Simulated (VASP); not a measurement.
A run of VASP 6.6.1 is set up as follows.

Contents of INCAR:

```
PREC = Accurate ; ENCUT = 520
EDIFF = 1E-6 ; ISMEAR = -1
SIGMA = 0.05 ; LREAL = False
LASPH = True ; NELM = 150
ALGO = Normal ; ISIF = 2
LWAVE = False ; LCHARG = False
ISPIN = 2 ; MAGMOM = 7
LORBIT = 11 ; LMAXMIX = 6
GGA = CA ; NBANDS = 18
```

File KPOINTS:

```
regular mesh
0
Gamma
  8 8 8
```

File POSCAR:

```
Eu
1.0
   -2.3182521001      2.3182521001      2.3182521001
    2.3182521001     -2.3182521001      2.3182521001
    2.3182521001      2.3182521001     -2.3182521001
Eu
1
Direct
    0.0000000000      0.0000000000      0.0000000000
```

Potentials or basis: VASP PAW PBE potentials, release 64 (Eu).

The run is started by

```bash
$ cat potpaw_PBE.64/Eu/POTCAR > POTCAR
$ mpirun -np 1 vasp_std > vasp.out
```

**Question.** Predict the pressure.

**Answer.** -3.8 GPa.

**Question.** Predict the net moment.

**Answer.** 7.25 μB per cell.

**Question.** Estimate the site moments.

**Answer.** Eu +6.71 μB.

Caveat: the PAW data sets were made with another functional, which shifts forces and pressure a little. The state reached can hang on the start; a lower one may exist.
